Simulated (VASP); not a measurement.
# Hf in VASP: relaxation of the atoms with PBE

Aim: the relaxation of the atoms of Hf with PBE.

All numbers are computed with VASP 6.6.1; they aren't measurements. Logs are shortened: lines on timing, memory, paths and dates and some standing lists are left out, and cuts for length are marked.

## 1. The cell of the first run

The cell holds a slab with vacuum, 4 atoms: a = 3.205 Å, b = 5.068 Å, c = 17.701 Å, α = 90.00°, β = 90.00°, γ = 90.00°.

## 2. Relaxation of the atoms, PBE

File INCAR:

```
SYSTEM = Hf
PREC = Accurate
ENCUT = 520
EDIFF = 1E-6
ISMEAR = 0
SIGMA = 0.1
LREAL = .False.
LASPH = .True.
NELM = 100
ALGO = Normal
ISIF = 2
LWAVE = .False.
LCHARG = .False.
LDIPOL = .True.
IDIPOL = 3
DIPOL = 0.5 0.5 0.500
GGA = PE
IBRION = 2
NSW = 70
EDIFFG = -0.03
```

File KPOINTS:

```
regular mesh
0
Gamma
  9 6 1
  0 0 0
```

File POSCAR:

```
Hf
1.0
    3.2048170372      0.0000000000      0.0000000000
    0.0000000000      5.0676933206      0.0000000000
    0.0000000000      0.0000000000     17.7006039582
Hf
4
Selective dynamics
Direct
    0.0000000000      0.7500000000      0.3954667319  F F F
    0.5000000000      0.2500000000      0.4477333659  F F F
    0.5000000000      0.7500000000      0.5522666341  T T T
    0.0000000000      0.2500000000      0.6045332681  T T T
```

Potentials or basis: VASP PAW PBE potentials, release 64 (Hf_pv).

Command:

```sh
> cat potpaw_PBE.64/Hf_pv/POTCAR > POTCAR
> mpirun -np 1 vasp_std > vasp.out
```

OUTCAR:

```text
SYSTEM = Hf
   PREC = Accurate
   ENCUT = 520
   EDIFF = 1E-6
   ISMEAR = 0
   LREAL = .False.
   LASPH = .True.
   NELM = 100
   ISIF = 2
   GGA = PE
   IBRION = 2
   NSW = 70
   EDIFFG = -0.03

 ion  position               nearest neighbor table
   1  0.000  0.750  0.395-   2 3.14   2 3.14   2 3.14   2 3.14   3 3.20   3 3.20
   2  0.500  0.250  0.448-   1 3.14   1 3.14   1 3.14   1 3.14   3 3.14   3 3.14   4 3.20   4 3.20

   3  0.500  0.750  0.552-   4 3.14   4 3.14   4 3.14   4 3.14   2 3.14   2 3.14   1 3.20   1 3.20

   4  0.000  0.250  0.605-   3 3.14   3 3.14   3 3.14   3 3.14   2 3.20   2 3.20

  LATTYP: Found a simple orthorhombic cell.
 ALAT       =     3.2048170372
 B/A-ratio  =     1.5812738330
 C/A-ratio  =     5.5231246442

  Lattice vectors:

 A1 = (   3.2048170372,   0.0000000000,   0.0000000000)
 A2 = (   0.0000000000,   5.0676933206,   0.0000000000)
 A3 = (   0.0000000000,   0.0000000000,  17.7006039582)

Analysis of symmetry for initial positions (statically):
=====================================================================
 Subroutine PRICEL returns:
 Original cell was already a primitive cell.

 Routine SETGRP: Setting up the symmetry group for a
 simple orthorhombic supercell.

 Subroutine GETGRP returns: Found  8 space group operations
 (whereof  4 operations were pure point group operations)
 out of a pool of  8 trial point group operations.

The static configuration has the point symmetry C_2h.
 The point group associated with its full space group is D_2h.

Analysis of symmetry for dynamics (positions and initial velocities):
=====================================================================
 Subroutine PRICEL returns:
 Original cell was already a primitive cell.

 Routine SETGRP: Setting up the symmetry group for a
 simple orthorhombic supercell.

 Subroutine GETGRP returns: Found  8 space group operations
 (whereof  4 operations were pure point group operations)
 out of a pool of  8 trial point group operations.

The dynamic configuration has the point symmetry C_2h.
 The point group associated with its full space group is D_2h.

Analysis of constrained symmetry for selective dynamics:
=====================================================================
 Subroutine PRICEL returns:
 Original cell was already a primitive cell.

 Routine SETGRP: Setting up the symmetry group for a
 simple orthorhombic supercell.

 Subroutine GETGRP returns: Found  4 space group operations
 (whereof  2 operations were pure point group operations)
 out of a pool of  8 trial point group operations.

The constrained configuration has the point symmetry C_1h.
 The point group associated with its full space group is C_2v.

 Subroutine INISYM returns: Found  4 space group operations
 (whereof  2 operations are pure point group operations),
 and found     1 'primitive' translations

----------------------------------------------------------------------------------------

                                     Primitive cell

  volume of cell :     287.4760

  direct lattice vectors                    reciprocal lattice vectors
     3.204817037  0.000000000  0.000000000     0.312030293  0.000000000  0.000000000
     0.000000000  5.067693321  0.000000000     0.000000000  0.197328437  0.000000000
     0.000000000  0.000000000 17.700603958     0.000000000  0.000000000  0.056495247

  length of vectors
     3.204817037  5.067693321 17.700603958     0.312030293  0.197328437  0.056495247

  position of ions in fractional coordinates (direct lattice)
     0.000000000  0.750000000  0.395466732
     0.500000000  0.250000000  0.447733366
     0.500000000  0.750000000  0.552266634
     0.000000000  0.250000000  0.604533268

  ion indices of the primitive-cell ions
   primitive index   ion index
                 1           1
                 2           2
                 3           3
                 4           4

----------------------------------------------------------------------------------------

 KPOINTS: regular mesh

Automatic generation of k-mesh.
 Grid dimensions read from file:
 generate k-points for:    9    6    1

 Generating k-lattice:

  Cartesian coordinates                     Fractional coordinates (reciprocal lattice)
     0.034670033  0.000000000  0.000000000     0.111111111  0.000000000  0.000000000
     0.000000000  0.032888073  0.000000000     0.000000000  0.166666667  0.000000000
     0.000000000  0.000000000  0.056495247     0.000000000  0.000000000  1.000000000

  Length of vectors
     0.034670033  0.032888073  0.056495247

  Shift w.r.t. Gamma in fractional coordinates (k-lattice)
     0.000000000  0.000000000  0.000000000

 Subroutine IBZKPT returns following result:
 ===========================================

 Found     20 irreducible k-points:

 Following reciprocal coordinates:
            Coordinates               Weight
  0.000000  0.000000  0.000000      1.000000
  0.111111  0.000000  0.000000      2.000000
  0.222222  0.000000  0.000000      2.000000
  0.333333  0.000000  0.000000      2.000000
  0.444444  0.000000  0.000000      2.000000
  0.000000  0.166667  0.000000      2.000000
[... 12 lines left out ...]
  0.333333  0.500000  0.000000      2.000000
  0.444444  0.500000  0.000000      2.000000
   k-points           NKPTS =     20   k-points in BZ     NKDIM =     20   number of bands    NBANDS=     24
   number of dos      NEDOS =    301   number of ions     NIONS =      4
   total plane-waves  NPLWV = 134400
   dimension x,y,z NGX =    24 NGY =   40 NGZ =  140
   dimension x,y,z NGXF=    48 NGYF=   80 NGZF=  280
   ions per type =               4
   NGX,Y,Z   is equivalent  to a cutoff of  12.45, 13.12, 13.15 a.u.
   NGXF,Y,Z  is equivalent  to a cutoff of  24.90, 26.24, 26.30 a.u.
 SYSTEM =  Hf
   PREC   = accura    normal or accurate (medium, high low for compatibility)
   ISTART =      0    job   : 0-new  1-cont  2-samecut
   ICHARG =      2    charge: 1-file 2-atom 10-const
   ISPIN  =      1    spin polarized calculation?
   LNONCOLLINEAR =      F non collinear calculations
   LSORBIT =      F    spin-orbit coupling
   LASPH  =      T    aspherical Exc in radial PAW
   ENCUT  =  520.0 eV  38.22 Ry    6.18 a.u.   5.96  9.42 32.91*2*pi/ulx,y,z
   NELM   =    100;   NELMIN=  2; NELMDL= -5     # of ELM steps
   EDIFF  = 0.1E-05   stopping-criterion for ELM
   LREAL  =      F    real-space projection
   EDIFFG = -.3E-01   stopping-criterion for IOM
   NSW    =     70    number of steps for IOM
   IBRION =      2    ionic relax: 0-MD 1-quasi-New 2-CG
   NFREE  =      1    steps in history (QN), initial steepest desc. (CG)
   ISIF   =      2    stress and relaxation
   ISYM   =      2    0-nonsym 1-usesym 2-fastsym
   POTIM  = 0.5000    time-step for ionic-motion
   TEBEG  =    0.0;   TEEND  =   0.0 temperature during run
   PSTRESS=    0.0 pullay stress
   NELECT =      40.0000    total number of electrons
   NUPDOWN=      -1.0000    fix difference up-down
   EMIN   =  10.00;   EMAX   =-10.00  energy-range for DOS
   EFERMI =   0.00;   METHOD = LEGACY
   ISMEAR =     0;   SIGMA  =   0.10  broadening in eV -4-tet -1-fermi 0-gaus
   EFERMI_NEDOS =   21; number of points for ismear=-14 and -15
   IALGO  =     38    algorithm
   IMIX   =      4    mixing-type and parameters
     AMIX     =   0.40;   BMIX     =  1.00
     AMIX_MAG =   1.60;   BMIX_MAG =  1.00
  volume/ion in A,a.u.               =      71.87       485.00
  Fermi-wavevector in a.u.,A,eV,Ry     =   0.848322  1.603097  9.791445  0.719651
  Thomas-Fermi vector in A             =   1.963968
   LORBIT       =      0    0 simple, 1 ext, 2 COOP (PROOUT), +10 PAW based schemes
   GGA     = PE    functional components
   LHFCALC =     F    Hartree Fock is set to
   AEXX    =    0.0000 exact exchange contribution
   IVDW    =     0    specifies the selected vdW correction
   LEPSILON=     F    determine dielectric tensor
   LRPA    =     F    only Hartree local field effects (RPA)
 conjugate gradient relaxation of ions
 non-spin polarized calculation
 Gauss-broadening in eV      SIGMA  =   0.10
  energy-cutoff  :      520.00
  volume of cell :      287.48
 maximum number of plane-waves:      7790
 NGX is ok and might be reduce to    24
   NGX = 11   NGY = 19   NGZ = 65

--------------------------------------- Ionic step        1  -------------------------------------------

 number of electron      40.0000000 magnetization

 Free energy of the ion-electron system (eV)
  ---------------------------------------------------
  ext. energy  EPLUGINS =         0.00000000
  ---------------------------------------------------
  free energy    TOTEN  =       -35.75834677 eV

  energy without entropy =      -35.72429986  energy(sigma->0) =      -35.74132331

------------------------ aborting loop because EDIFF is reached ----------------------------------------

  FORCE on cell =-STRESS in cart. coord.  units (eV):
  Direction    XX          YY          ZZ          XY          YZ          ZX
  --------------------------------------------------------------------------------------
  -------------------------------------------------------------------------------------
  Total       -6.2394899     -4.3933445     -3.2353842      0.0000000      0.0000000      0.0000000
  in kB      -34.7742696    -24.4852303    -18.0316216      0.0000000      0.0000000      0.0000000
  external PRESSURE =     -25.7637072 kB  Pullay stress =       0.0000000 kB
[... 247 lines left out ...]
  FREE ENERGIE OF THE ION-ELECTRON SYSTEM (eV)
  ---------------------------------------------------
  free  energy   TOTEN  =       -35.9194176708 eV

  energy  without entropy=      -35.8868262538  energy(sigma->0) =      -35.90312196

 dipolmoment           0.000000      0.000000     -0.010396 electrons x Angstroem

--------------------------------------- Ionic step        8  -------------------------------------------

 number of electron      40.0000000 magnetization

------------------------ aborting loop because EDIFF is reached ----------------------------------------

 vacuum level on the upper side and lower side of the slab       (xc-potential included)         0.023        -0.026

  FORCE on cell =-STRESS in cart. coord.  units (eV):
  Direction    XX          YY          ZZ          XY          YZ          ZX
  --------------------------------------------------------------------------------------
  -------------------------------------------------------------------------------------
  Total       -3.9029546      0.2771290      0.1080423      0.0000000      0.0000000      0.0000000
  in kB      -21.7521620      1.5445109      0.6021471      0.0000000      0.0000000      0.0000000
  external PRESSURE =      -6.5351680 kB  Pullay stress =       0.0000000 kB

 VOLUME and BASIS-vectors are now :
 -----------------------------------------------------------------------------
  energy-cutoff  :      520.00
  volume of cell :      287.48
      direct lattice vectors                 reciprocal lattice vectors
     3.204817037  0.000000000  0.000000000     0.312030293  0.000000000  0.000000000
     0.000000000  5.067693321  0.000000000     0.000000000  0.197328437  0.000000000
     0.000000000  0.000000000 17.700603958     0.000000000  0.000000000  0.056495247
[... 14 lines left out ...]
  energy  without entropy=      -35.8896031223  energy(sigma->0) =      -35.90552558

--------------------------------------- Ionic step        9  -------------------------------------------

 number of electron      40.0000000 magnetization

 dipolmoment           0.000000      0.000000      0.003714 electrons x Angstroem

 Free energy of the ion-electron system (eV)
  ---------------------------------------------------
  ext. energy  EPLUGINS =         0.00000000
  ---------------------------------------------------
  free energy    TOTEN  =       -35.92209552 eV

  energy without entropy =      -35.88964379  energy(sigma->0) =      -35.90586966

 E-fermi :  -1.0103     XC(G=0):  -4.6516

 val. band max:       -1.0176176274   @ k =   0.3333   0.1667   0.0000
 cond. band min:      -0.9950984032   @ k =   0.1111   0.1667   0.0000
 fundamental gap:      0.0225192242
 Fermi energy:        -1.0102717935

 k-point     1 :       0.0000    0.0000    0.0000
  band No.  band energies     occupation
      1     -32.3197      2.00000
      2     -32.2743      2.00000
      3     -32.2457      2.00000
      4     -32.1106      2.00000
      5     -31.8044      2.00000
      6     -31.7438      2.00000
[... 529 lines left out ...]
     23      -0.0599      0.00000
     24      -0.0409      0.00000

------------------------ aborting loop because EDIFF is reached ----------------------------------------

 vacuum level on the upper side and lower side of the slab       (xc-potential included)        -0.193        -0.214

  FORCE on cell =-STRESS in cart. coord.  units (eV):
  Direction    XX          YY          ZZ          XY          YZ          ZX
  --------------------------------------------------------------------------------------
  -------------------------------------------------------------------------------------
  Total       -3.9808798      0.1360308     -0.0570912      0.0000000      0.0000000      0.0000000
  in kB      -22.1864589      0.7581343     -0.3181838      0.0000000      0.0000000      0.0000000
  external PRESSURE =      -7.2488361 kB  Pullay stress =       0.0000000 kB

 VOLUME and BASIS-vectors are now :
 -----------------------------------------------------------------------------
  energy-cutoff  :      520.00
  volume of cell :      287.48
      direct lattice vectors                 reciprocal lattice vectors
     3.204817037  0.000000000  0.000000000     0.312030293  0.000000000  0.000000000
     0.000000000  5.067693321  0.000000000     0.000000000  0.197328437  0.000000000
     0.000000000  0.000000000 17.700603958     0.000000000  0.000000000  0.056495247
[... 10 lines left out ...]
  FREE ENERGIE OF THE ION-ELECTRON SYSTEM (eV)
  ---------------------------------------------------
  free  energy   TOTEN  =       -35.9220955240 eV

  energy  without entropy=      -35.8896437879  energy(sigma->0) =      -35.90586966

 reached required accuracy - stopping structural energy minimisation

 vacuum level on the upper side and lower side of the slab         2.712         2.687
```

It took 18 min on 1 thread of Intel Xeon Platinum 8488C (Sapphire Rapids), shared host; peak memory 0.44 GiB.

Results:

- Free energy: -35.9221 eV
- Energy gained by relaxing: 40.9 meV/atom
- Ionic steps: 9
- Band gap on the k mesh: zero (bands 20 and 21 overlap by 0.75 eV)

The path:
| step | energy change (eV) | largest force on free atoms (eV/Å) | pressure (GPa) |
| --- | --- | --- | --- |
| 1 | 0.0000 | 0.6818 | -2.58 |
| 2 | -0.0283 | 0.6114 | -2.41 |
| 3 | -0.0981 | 0.4045 | -1.86 |
| 4 | -0.1384 | 0.4618 | -0.60 |
| 5 | -0.1442 | 0.3946 | -1.03 |
| 6 | -0.1447 | 0.3892 | -0.95 |
| 7 | -0.1611 | 0.1399 | -0.75 |
| 8 | -0.1631 | 0.0867 | -0.65 |
| 9 | -0.1637 | 0.0269 | -0.72 |

Final structure:
```xyz
4
Lattice="3.2048 0.0000 0.0000 0.0000 5.0677 0.0000 0.0000 0.0000 17.7006" Properties=species:S:1:pos:R:3 pbc="T T T"
Hf    0.0000    3.8008    7.0000
Hf    1.6024    1.2669    7.9252
Hf    1.6024    3.8008    9.5342
Hf    0.0000    1.2669   10.4320
```

Levels at points of the mesh, in eV from the Fermi level:
```csv
k point,band 18,band 19,band 20,band 21,band 22,band 23
"(0.00, 0.00, 0.00)",-0.36,-0.34,0.46,0.77,0.84,0.84
"(0.00, 0.50, 0.00)",-0.87,-0.46,-0.44,0.48,0.48,0.90
```

Caveat: spin-orbit coupling is left out, which moves the levels of the heavy elements.

The gap in the log of VASP goes by the Fermi energy; the results here count the filled bands.